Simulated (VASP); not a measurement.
Write the native input for VASP 6.6.1 that does the following.

- Task: single point
- Functional: PBE
- Potentials or basis: VASP PAW PBE potentials, release 64 (Cd, O)
- Cutoff: 600 eV
- k mesh: 8 × 8 × 8
- Occupations: fermi-dirac, width 0.1 eV
- Spin: no spin polarisation
- Dipole correction: no
- Further INCAR settings: ALGO = Normal; EDIFF = 1e-06; NBANDS = 16

The structure of CdO (Monteponite) lies in POSCAR:

```
CdO
1.0
    0.0000000000      2.3880232403      2.3880232403
    2.3880232403      0.0000000000      2.3880232403
    2.3880232403      2.3880232403      0.0000000000
Cd O
1 1
Direct
    0.0000000000      0.0000000000      0.0000000000
    0.5000000000      0.5000000000      0.5000000000
```

The input as run:

INCAR

```
PREC = Accurate ; ENCUT = 600
EDIFF = 1E-6 ; ISMEAR = -1
SIGMA = 0.1 ; LREAL = F
LASPH = T ; NELM = 120
ALGO = Normal ; ISIF = 2
LWAVE = F ; LCHARG = F
GGA = PE ; NBANDS = 16
GGA_COMPAT = F
```

KPOINTS

```
regular mesh
0
Gamma
  8 8 8
```

Potentials or basis: VASP PAW PBE potentials, release 64 (Cd, O).

Command:

```console
$ cat potpaw_PBE.64/Cd/POTCAR potpaw_PBE.64/O/POTCAR > POTCAR
$ mpirun -np 1 vasp_std > vasp.out
```

It gave:

| Item | Value |
| --- | --- |
| Pressure | 0.3 GPa |
| Band gap on the k mesh | zero (band 9 reaches 1.59 eV, above the bottom of band 10 at 1.07 eV) |

Wall time 35 s on 1 thread of Intel Xeon 8259CL, with other jobs on the host, peak memory 0.16 GiB.
